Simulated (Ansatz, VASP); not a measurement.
## B4N3: VASP beside Ansatz

Contents of INCAR:

```
SYSTEM = B4N3
PREC = Accurate
ENCUT = 600
EDIFF = 1E-7
ISMEAR = 0
SIGMA = 0.2
LREAL = .False.
LASPH = .True.
NELM = 120
ALGO = Normal
ISIF = 3
LWAVE = .False.
LCHARG = .False.
GGA = PE
IBRION = 2
NSW = 36
EDIFFG = -0.08
GGA_COMPAT = .False.
NELMIN = 4
```

KPOINTS

```
Automatic mesh
0
Gamma
  5 5 3
  0 0 0
```

Contents of POSCAR:

```
B4N3
1.0
    3.9459285700      0.0000000000      0.0000000000
   -1.9729642900      3.4172743900      0.0000000000
    0.0000000000      0.0000000000      4.9395957400
B N
4 3
Direct
    0.5000000000      0.0000000000      0.0000000000
    0.0000000000      0.5000000000      0.0000000000
    0.5000000000      0.5000000000      0.0000000000
    0.0000000000      0.0000000000      0.5000000000
    0.5000000000      0.0000000000      0.5000000000
    0.0000000000      0.5000000000      0.5000000000
    0.5000000000      0.5000000000      0.5000000000
```

Input for Ansatz:

```yaml
crystal:
  lattice:
    - [3.94592857, 0.0, 0.0]
    - [-1.97296429, 3.41727439, 0.0]
    - [0.0, 0.0, 4.93959574]
  atoms:
    - { symbol: B, position: [0.5, 0.0, 0.0] }
    - { symbol: B, position: [0.0, 0.5, 0.0] }
    - { symbol: B, position: [0.5, 0.5, 0.0] }
    - { symbol: B, position: [0.0, 0.0, 0.5] }
    - { symbol: "N", position: [0.5, 0.0, 0.5] }
    - { symbol: "N", position: [0.0, 0.5, 0.5] }
    - { symbol: "N", position: [0.5, 0.5, 0.5] }
basis:
  ecutwfc: 420
kpoints:
  mp_grid: { grid: [5, 5, 3] }
hamiltonian:
  xc: pbe
scf:
  occupations: { method: gaussian, width: 0.2 }
  lower_state_search: "off"
output:
  forces: true
  stress: true
  eigenvalues: true
relax:
  adjacent_minimum: "off"
  f_tol: 0.08
  max_steps: 16
  cell: { stress_tol: 0.8 }
```

Alike in both runs: task relaxation of cell and atoms; functional PBE; k mesh 5 × 5 × 3; occupations gaussian, width 0.2 eV; no spin polarisation.

|  | VASP | Ansatz |
| --- | --- | --- |
| version | VASP 6.6.1 | Ansatz 0.2.0 |
| potentials or method | VASP PAW PBE potentials, release 64 (B, N), cutoff 600 eV | scalar-relativistic, plane waves, PAW |
| valence electrons in the cell | 27 | 27 |

```tsv
	VASP	Ansatz	Ansatz less VASP
gap on the k mesh at the Fermi level, each at its own relaxed structure (eV)	none	none	-
relaxed volume (Å³/atom)	6.77	6.79	+0.020
relaxed length of the cell vector where the two differ most in proportion (Å)	3.663	3.667	+0.0037
```

A gap of «none» marks a metal or a gap that the smearing closes.

The k mesh is coarse, so the values compare programs but aren't converged. Noted on VASP's run: the volume moved by over 15 % at a fixed basis, so the end points are rough.
